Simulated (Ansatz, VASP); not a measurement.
**H6C2O: VASP beside Ansatz**

```xyz
36
Lattice="7.2936 0.0000 0.0000 0.0000 7.2936 0.0000 0.0000 0.0000 7.2936" Properties=species:S:1:pos:R:3 pbc="T T T"
C     2.5770    0.9330    2.6147
C     2.8238    2.1788    3.4322
C     5.5466    6.1291    6.0890
C     4.4846    7.1729    6.3629
C     6.1841    0.9934    2.9780
C     6.1832    1.9274    1.7949
C     2.2541    3.8594   -0.3505
C     2.1477    4.8809    0.7593
O     1.5607    2.8128    3.6610
O     3.2989    6.9455    5.6211
O     7.1292    1.4281    0.8426
O     1.4605    6.0204    0.2211
H     1.7015    3.5147    4.3033
H     3.2848    1.9054    4.3867
H     3.4949    2.8692    2.9033
H     3.5162    0.4872    2.2954
H     2.0461    0.1984    3.2216
H     1.9800    1.1849    1.7379
H     2.5884    6.7168    6.2406
H     4.2471    7.2152    7.4314
H     4.8792    8.1630    6.0908
H     6.4622    6.3723    6.6257
H     5.2068    5.1376    6.3992
H     5.7665    6.0925    5.0214
H     7.1001    1.9889    0.0623
H     5.1873    1.9708    1.3374
H     6.4610    2.9412    2.1122
H     5.3950    1.2592    3.6793
H     6.0028   -0.0312    2.6372
H     7.1330    1.0339    3.5042
H     1.2206    6.6566    0.9054
H     1.5983    4.4607    1.6051
H     3.1457    5.1746    1.1099
H     2.7388    2.9485    0.0021
H     1.2560    3.5975   -0.7120
H     2.8338    4.2628   -1.1839
```

Alike in both runs: functional r2SCAN; k mesh 1 × 1 × 1; occupations fermi-dirac, width 0.02 eV; no spin polarisation.

Ansatz relaxed the structure, and its values are those at the end. VASP's run is a single point on that final structure, the one shown.

|  | VASP | Ansatz |
| --- | --- | --- |
| version | VASP 6.6.1 | Ansatz 0.2.0 |
| potentials or method | VASP PAW PBE potentials, release 64 (C, O, H), cutoff 520 eV | scalar-relativistic, plane waves, PAW |
| valence electrons in the cell | 80 | 80 |

Ansatz gave:

```
gap on the k mesh at the Fermi level (eV) : 5.37
rms of the force components (eV/Å)        : 0.039
```

Problem. Estimate VASP's values.

Solution. gap on the k mesh at the Fermi level (eV): 5.35; rms of the force components (eV/Å): 0.077.

VASP's potentials were made for PBE, not for r2SCAN. The functional is the same, so the differences come from potentials, cutoffs and numerics. Ansatz's warnings: xc potential rough in thin density.
